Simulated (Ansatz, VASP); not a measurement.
SiO2: VASP beside Ansatz

```
Si O
1.0
     4.15496    0.00000    0.00000
     0.00000    4.15496    0.00000
     0.00000    0.00000    2.66136
Si O
2 4
Direct
  0.00000 0.00000 0.00000
  0.50000 0.50000 0.50000
  0.30557 0.30557 0.00000
  0.19443 0.80557 0.50000
  0.69443 0.69443 0.00000
  0.80557 0.19443 0.50000
```

Alike in both runs: functional LDA; k mesh 6 × 6 × 8; occupations gaussian, width 0.02 eV; no spin polarisation.

Ansatz relaxed the structure, and its values are those at the end. VASP's run is a single point on that final structure, the one shown.

|  | VASP | Ansatz |
| --- | --- | --- |
| version | VASP 6.6.1 | Ansatz 0.2.0 |
| potentials or method | VASP PAW LDA potentials, release 64 (Si, O), cutoff 520 eV | scalar-relativistic, plane waves, PAW |
| valence electrons in the cell | 32 | 32 |

```csv
,VASP,Ansatz,Ansatz less VASP
gap on the k mesh at the Fermi level (eV),5.82,5.82,-0.002
least direct gap on the mesh (eV),5.82,5.82,-0.002
pressure (GPa),1.1,0.0,-1.09
rms of the force components (eV/Å),0.016,0.000,-0.0159
```

Ansatz warns that its potentials were made for another functional, while VASP's fit it. LDA's correlation is that of Perdew and Zunger in VASP and of Perdew and Wang (1992) in Ansatz.
